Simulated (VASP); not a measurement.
Set up this calculation in VASP 6.6.1, as the native input.

```yaml
Task: single point
Functional: PBE
Potentials_or_basis: VASP PAW PBE potentials, release 64 (Zn, F)
Cutoff: 600 eV
k_mesh: 4 × 4 × 6
Occupations: gaussian, width 0.01 eV
Spin: no spin polarisation
Dipole_correction: no
Further_INCAR_settings: ALGO = Normal; EDIFF = 1e-06; NBANDS = 35
```

The structure of ZnF2 lies in POSCAR:

```
ZnF2
1.0
    4.7521913131      0.0000000000      0.0000000000
    0.0000000000      4.7521913131      0.0000000000
    0.0000000000      0.0000000000      3.1434002365
Zn F
2 4
Direct
    0.0000000000      0.0000000000      0.0000000000
    0.5000000000      0.5000000000      0.5000000000
    0.3043954841      0.3043954841      0.0000000000
    0.1956045159      0.8043954841      0.5000000000
    0.8043954841      0.1956045159      0.5000000000
    0.6956045159      0.6956045159      0.0000000000
```

One way to write it, as run:

INCAR

```
PREC = Accurate
ENCUT = 600
EDIFF = 1E-6
ISMEAR = 0
SIGMA = 0.01
LREAL = False
LASPH = True
NELM = 120
ALGO = Normal
ISIF = 2
LWAVE = False
LCHARG = False
GGA = PE
NBANDS = 35
GGA_COMPAT = False
```

KPOINTS

```
regular mesh
0
Gamma
  4 4 6
```

Potentials or basis: VASP PAW PBE potentials, release 64 (Zn, F).

Run with:

```sh
$ cat potpaw_PBE.64/Zn/POTCAR potpaw_PBE.64/F/POTCAR > POTCAR
$ mpirun -np 1 vasp_std > vasp.out
```

Results of the run:

* Pressure: 3.9 GPa
* Largest force: 0.072 eV/Å
* Band gap on the k mesh: 3.51 eV

Caveat: the cell stands under pressure; the structure was generated, so it needn't be the stable form of ZnF2.

Run time: 30 s on 1 thread of Intel(R) Xeon(R) 6975P-C (Granite Rapids) (shared host), peak memory 0.22 GiB.
